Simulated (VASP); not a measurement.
# Pt (Fm-3m) in VASP: further runs, part 2 of 2

VASP 6.6.1. Earlier steps stand in the parts before.

## 4. Single point, PBEsol (volume scaled by 0.72)

The input, INCAR:

```
SYSTEM = Pt
PREC = Accurate
ENCUT = 520
EDIFF = 1E-6
ISMEAR = -1
SIGMA = 0.1
LREAL = .FALSE.
LASPH = .TRUE.
NELM = 80
ALGO = Normal
ISIF = 2
LWAVE = .FALSE.
LCHARG = .FALSE.
GGA = PS
NBANDS = 11
```

The input, KPOINTS:

```
Automatic mesh
0
G
  17 17 17
  0 0 0
```

The input, POSCAR:

```
Pt
1.0
    0.0000000000      1.7565672383      1.7565672383
    1.7565672383      0.0000000000      1.7565672383
    1.7565672383      1.7565672383      0.0000000000
Pt
1
Direct
    0.0000000000      0.0000000000      0.0000000000
```

Potentials or basis: VASP PAW PBE potentials, release 64 (Pt).

On the command line:

```console
> cat potpaw_PBE.64/Pt/POTCAR > POTCAR
> mpirun -np 1 vasp_std > vasp.out
```

OUTCAR:

```text
SYSTEM = Pt
   PREC = Accurate
   ENCUT = 520
   EDIFF = 1E-6
   ISMEAR = -1
   LREAL = .FALSE.
   LASPH = .TRUE.
   NELM = 80
   ISIF = 2
   GGA = PS

 ion  position               nearest neighbor table
   1  0.000  0.000  0.000-

  LATTYP: Found a face centered cubic cell.
 ALAT       =     3.5131344766

  Lattice vectors:

 A1 = (   0.0000000000,   1.7565672383,   1.7565672383)
 A2 = (   1.7565672383,   0.0000000000,   1.7565672383)
 A3 = (   1.7565672383,   1.7565672383,   0.0000000000)

Analysis of symmetry for initial positions (statically):
[... 506 lines left out ...]
      6      16.0905      2.00000
      7      33.6822      0.00000
      8      35.7182      0.00000
      9      39.7718      0.00000
     10      41.2479      0.00000
     11      48.6877      0.00000

 [... further k-points ...]
[... 5 lines left out ...]
  --------------------------------------------------------------------------------------
  -------------------------------------------------------------------------------------
  Total       15.0743943     15.0743943     15.0743943      0.0000000      0.0000000     -0.0000000
  in kB     2228.0561088   2228.0561088   2228.0561088      0.0000000      0.0000000     -0.0000000
  external PRESSURE =    2228.0561088 kB  Pullay stress =       0.0000000 kB

 VOLUME and BASIS-vectors are now :
 -----------------------------------------------------------------------------
  energy-cutoff  :      520.00
  volume of cell :       10.84
      direct lattice vectors                 reciprocal lattice vectors
     0.000000000  1.756567238  1.756567238    -0.284646092  0.284646092  0.284646092
     1.756567238  0.000000000  1.756567238     0.284646092 -0.284646092  0.284646092
     1.756567238  1.756567238  0.000000000     0.284646092  0.284646092 -0.284646092

 POSITION                                       TOTAL-FORCE (eV/Angst)
 -----------------------------------------------------------------------------------
      0.00000      0.00000      0.00000         0.000000      0.000000      0.000000
 -----------------------------------------------------------------------------------
    total drift:                                0.000000     -0.000000     -0.000000

  FREE ENERGIE OF THE ION-ELECTRON SYSTEM (eV)
  ---------------------------------------------------
  free  energy   TOTEN  =        -4.9034278297 eV

  energy  without entropy=       -4.8719356724  energy(sigma->0) =       -4.88768175
```

stdout:

```text
POSCAR found type information on POSCAR Pt
 POSCAR found :  1 types and       1 ions
 scaLAPACK will be used
 -----------------------------------------------------------------------------
|                                                                             |
|                                                                             |
|     You enforced a specific xc type in the INCAR file but a different       |
|     I HOPE YOU KNOW WHAT YOU ARE DOING!                                     |
|                                                                             |
 -----------------------------------------------------------------------------

 LDA part: xc-table for (Slater+PW92), standard interpolation
 POSCAR, INCAR and KPOINTS ok, starting setup
 FFT: planning ... GRIDC
 FFT: planning ... GRID_SOFT
 FFT: planning ... GRID
 WAVECAR not read
 entering main loop
```

It took 10 s on 1 thread of Intel Xeon 6975P-C, shared host; peak memory 0.13 GiB.

What came out:

| Property | Result |
| --- | --- |
| Free energy | -4.9034 eV |
| Pressure | 222.8 GPa |
| Band gap on the k mesh | zero (band 5 reaches 19.66 eV, above the bottom of band 6 at 15.75 eV) |

Levels at points of the mesh, in eV from the Fermi level:
| k point | band 2 | band 3 | band 4 | band 5 | band 6 | band 7 | band 8 | band 9 |
| --- | --- | --- | --- | --- | --- | --- | --- | --- |
| (0.00, 0.00, 0.00) | -6.48 | -6.48 | -6.48 | -2.78 | -2.78 | 12.83 | 19.82 | 19.82 |

Caveat: the PAW data sets were made with another functional, which shifts forces and pressure a little; spin-orbit coupling is left out, which moves the levels of the heavy elements.

## 5. Single point, PBEsol (volume scaled by 0.8)

The input, INCAR:

```
  PREC = Accurate
  ENCUT = 520
  EDIFF = 1E-6
  ISMEAR = -1
  SIGMA = 0.1
  LREAL = F
  LASPH = T
  NELM = 100
  ALGO = Normal
  ISIF = 2
  LWAVE = F
  LCHARG = F
  GGA = PS
  NBANDS = 11
```

The input, KPOINTS:

```
regular mesh
0
Gamma
  17 17 17
```

The input, POSCAR:

```
Pt
1.0
    0.0000000000      1.8193542739      1.8193542739
    1.8193542739      0.0000000000      1.8193542739
    1.8193542739      1.8193542739      0.0000000000
Pt
1
Direct
    0.0000000000      0.0000000000      0.0000000000
```

On the command line:

```console
> cat potpaw_PBE.64/Pt/POTCAR > POTCAR
> mpirun -np 1 vasp_std > vasp.out
```

It took 12 s on 1 thread of Intel Xeon 6975P-C, shared host; peak memory 0.14 GiB.

It converged, with:

```
Free energy            : -6.1390 eV
Pressure               : 115.1 GPa
Band gap on the k mesh : zero (band 5 reaches 16.75 eV, above the bottom of band 6 at 13.50 eV)
```

Levels at points of the mesh, in eV from the Fermi level:
```
           k point  band 2  band 3  band 4  band 5  band 6  band 7  band 8  band 9
(0.00, 0.00, 0.00)   -5.49   -5.49   -5.49   -2.35   -2.35   13.60   19.90   19.90
```

Caveat: the PAW data sets were made with another functional, which shifts forces and pressure a little; spin-orbit coupling is left out, which moves the levels of the heavy elements.

## 6. Overview

| level | cell | gap on the mesh (eV) | pressure (GPa) |
| --- | --- | --- | --- |
| PBEsol | a = 2.389 Å, angles 60.0°, 1 atom | none | 407.7 |
| PBEsol+D3(BJ) | a = 2.389 Å, angles 60.0°, 1 atom | none | 388.0 |
| PBEsol | a = 2.484 Å, angles 60.0°, 1 atom | none | 222.8 |
| PBEsol | a = 2.573 Å, angles 60.0°, 1 atom | none | 115.1 |

Alike in all rows: task single point; potentials or basis VASP PAW PBE potentials, release 64 (Pt); no spin polarisation; k mesh 17 × 17 × 17; cutoff (eV) 520; smearing fermi-dirac 0.1 eV.

Caveats: the PAW data sets were made with another functional, which shifts forces and pressure a little; spin-orbit coupling is left out, which moves the levels of the heavy elements; three body term missing (some runs); pairwise dispersion overbinds metals, which lowers pressure and volume (some runs).

Absolute energies hang on the potentials; compare differences alone.
